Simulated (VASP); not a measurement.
IrF, 4 atoms in the cell. The structure is tetragonal, space group P4/nmm (No. 129). Conventional cell: a = 2.866 Å, b = 2.866 Å, c = 7.164 Å, α = 90.00°, β = 90.00°, γ = 90.00°. Within 3.3 Å of Ir (site symmetry 4mm) lie 5 F at 2.47 to 2.94 Å and 8 Ir at 2.53 to 2.87 Å. F (site symmetry 4mm) has 5 Ir at 2.47 to 2.94 Å and 4 F at 2.87 Å within 3.3 Å. 

```yaml
Program: VASP 6.6.1
Task: single point
Functional: PBE
Potentials_or_basis: VASP PAW PBE potentials, release 64 (Ir, F)
Cutoff: 520 eV
k_mesh: 16 × 16 × 8
Occupations: gaussian, width 0.1 eV
Spin: no spin polarisation
Dipole_correction: no
Further_INCAR_settings: ALGO = Normal; EDIFF = 1e-06; NBANDS = 24
```

Potentials or basis: VASP PAW PBE potentials, release 64 (Ir, F).

Command:

```bash
$ cat potpaw_PBE.64/Ir/POTCAR potpaw_PBE.64/F/POTCAR > POTCAR
$ mpirun -np 1 vasp_std > vasp.out
```

Hardware: 1 thread of Intel Xeon 6975P-C, on a shared host.

Question: Estimate the wall time of this run.

Answer: Run time: 4.5 min on 1 thread of Intel Xeon 6975P-C, on a shared host, peak memory 0.39 GiB. Counts: scf iterations 15, k points 225.
